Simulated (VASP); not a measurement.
A run of VASP 6.6.1 is set up as follows.

Contents of INCAR:

```
SYSTEM = InSb3
PREC = Accurate
ENCUT = 500
EDIFF = 1E-6
ISMEAR = 1
SIGMA = 0.1
LREAL = .False.
LASPH = .True.
NELM = 120
ALGO = Normal
ISIF = 2
LWAVE = .False.
LCHARG = .True.
GGA = PE
LELF = .True.
LVHAR = .True.
NBANDS = 22
GGA_COMPAT = .False.
```

Contents of KPOINTS:

```
regular mesh
0
Gamma
  6 6 6
  0 0 0
```

File POSCAR:

```
InSb3
1.0
    4.4913853226      0.0000000000      0.0000000000
    0.0000000000      4.4913853226      0.0000000000
    0.0000000000      0.0000000000      4.4913853226
In Sb
1 3
Direct
    0.0000000000      0.0000000000      0.0000000000
    0.5000000000      0.0000000000      0.5000000000
    0.0000000000      0.5000000000      0.5000000000
    0.5000000000      0.5000000000      0.0000000000
```

Potentials or basis: VASP PAW PBE potentials, release 64 (In_d, Sb).

Run with:

```sh
$ cat potpaw_PBE.64/In_d/POTCAR potpaw_PBE.64/Sb/POTCAR > POTCAR
$ mpirun -np 1 vasp_std > vasp.out
```

Question: Estimate the pressure.

Answer: 16.9 GPa.

Question: What does it give for the band gap on the k mesh?

Answer: Zero (band 14 reaches 15.13 eV, above the bottom of band 15 at 9.18 eV).

Caveat: spin-orbit coupling is left out, which moves the levels of the heavy elements.
